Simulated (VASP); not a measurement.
Write the native input for VASP 6.6.1 that does the following.

```
Task                   : single point
Functional             : PBE
Potentials or basis    : VASP PAW PBE potentials, release 64 (Mn_pv, Sn_d)
Cutoff                 : 520 eV
k mesh                 : 4 × 4 × 4
Occupations            : gaussian, width 0.05 eV
Spin                   : collinear spin, ferromagnetic start
Starting moments       : [3.5, 3.5, 3.5, 3.5, 3.5, 3.5, 0.0, 0.0] μB
Dipole correction      : no
Further INCAR settings : ALGO = Fast; EDIFF = 1e-06; NBANDS = 67
```

The structure of Mn3Sn lies in POSCAR:

```
Mn3Sn
1.0
    5.5864424353      0.0000000000      0.0000000000
   -2.7932212177      4.8380010658      0.0000000000
    0.0000000000      0.0000000000      4.4896354605
Mn Sn
6 2
Direct
    0.8390207847      0.6780415694      0.2500000000
    0.1609792153      0.8390207847      0.7500000000
    0.3219584306      0.1609792153      0.2500000000
    0.1609792153      0.3219584306      0.7500000000
    0.8390207847      0.1609792153      0.2500000000
    0.6780415694      0.8390207847      0.7500000000
    0.3333333333      0.6666666667      0.2500000000
    0.6666666667      0.3333333333      0.7500000000
```

One way to write it, as run:

INCAR

```
SYSTEM = Mn3Sn
PREC = Accurate ; ENCUT = 520
EDIFF = 1E-6 ; ISMEAR = 0
SIGMA = 0.05 ; LREAL = .False.
LASPH = .True. ; NELM = 150
ALGO = Fast ; ISIF = 2
LWAVE = .False. ; LCHARG = .False.
ISPIN = 2 ; MAGMOM = 3.5 3.5 3.5 3.5 3.5 3.5 0 0
LORBIT = 11 ; LMAXMIX = 4
GGA = PE ; NBANDS = 67
```

KPOINTS

```
Automatic mesh
0
Gamma
  4 4 4
  0 0 0
```

Potentials or basis: VASP PAW PBE potentials, release 64 (Mn_pv, Sn_d).

Launch:

```sh
$ cat potpaw_PBE.64/Mn_pv/POTCAR potpaw_PBE.64/Sn_d/POTCAR > POTCAR
$ mpirun -np 1 vasp_std > vasp.out
```

Results of the run:

```
Pressure                                              : 0.1 GPa
Largest force                                         : 0.006 eV/Å
Net moment                                            : 18.30 μB per cell
Site moments                                          : Mn +3.02; Sn -0.18 μB
Valence electrons inside the program's atomic spheres : Mn 11.63; Sn 12.50
```

Run time: 7.3 min on 1 thread of Intel Xeon 8259CL (shared host), peak memory 0.37 GiB.
